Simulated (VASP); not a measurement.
Here is a VASP 6.6.1 calculation.

INCAR

```
ALGO     = Normal         # electronic algorithm
EDIFF    = 1E-6           # SCF threshold, eV
ENCUT    = 400            # plane-wave cutoff, eV
GGA      = PS             # functional
GGA_COMPAT= False        
ISIF     = 2              # what is computed and relaxed
ISMEAR   = -1             # smearing method
ISYM     = -1           
IVDW     = 12             # dispersion correction
LASPH    = True           # aspherical terms in the spheres
LCHARG   = False          # write CHGCAR
LREAL    = Auto         
LWAVE    = False          # write WAVECAR
NBANDS   = 49             # bands
NELM     = 120            # most SCF steps
PREC     = Accurate       # precision mode
SIGMA    = 0.05           # smearing width, eV
```

File KPOINTS:

```
explicit points
4
Reciprocal
  0.25000000   0.25000000   0.25000000 2
  0.25000000   0.25000000   0.75000000 2
  0.25000000   0.75000000   0.25000000 2
  0.25000000   0.75000000   0.75000000 2
```

File POSCAR:

```
Mg8S9
1.0
    0.0000000000      5.6515320000      5.6515320000
    5.6515320000      0.0000000000      5.6515320000
    5.6515320000      5.6515320000      0.0000000000
Mg S
8 9
Direct
    0.0156390000      0.9893790000      0.0073530000
    0.5132820000      0.5077190000      0.4916360000
    0.0002830000      0.9928390000      0.5093510000
    0.5006570000      0.5178030000      0.9915070000
    0.9923640000      0.5119510000      0.0051650000
    0.5005240000      0.0017410000      0.5081700000
    0.4970160000      0.9898170000      0.0028750000
    0.9972410000      0.5013310000      0.5037350000
    0.1454780000      0.1398320000      0.1026150000
    0.6252930000      0.6332390000      0.4702820000
    0.1179010000      0.1328270000      0.6301610000
    0.6194550000      0.6234620000      0.1158510000
    0.1310300000      0.6408240000      0.1246010000
    0.6286090000      0.1109710000      0.6232130000
    0.6215300000      0.1318980000      0.1113080000
    0.1189290000      0.6338620000      0.6181070000
    0.6223670000      0.6484680000      0.7532970000
```

Potentials or basis: VASP PAW PBE potentials, release 64 (Mg, S).

Launch:

```sh
$ cat potpaw_PBE.64/Mg/POTCAR potpaw_PBE.64/S/POTCAR > POTCAR
$ mpirun -np 1 vasp_std > vasp.out
```

Q: Estimate the band gap on the k mesh.

A: 2.08 eV.

Q: Predict the pressure.

A: 12.8 GPa.

Q: Predict the dispersion energy per atom.

A: -0.249 eV.

Q: Estimate the largest force.

A: 36.155 eV/Å.

Stress tensor (GPa, compression positive):
```
 4.25  4.51  4.50
 4.51  3.77  2.14
 4.50  2.14 30.36
```

Caveat: three body term missing; atoms lie so close that the PAW spheres overlap strongly, which falsifies energies and pressures; the PAW data sets were made with another functional, which shifts forces and pressure a little.
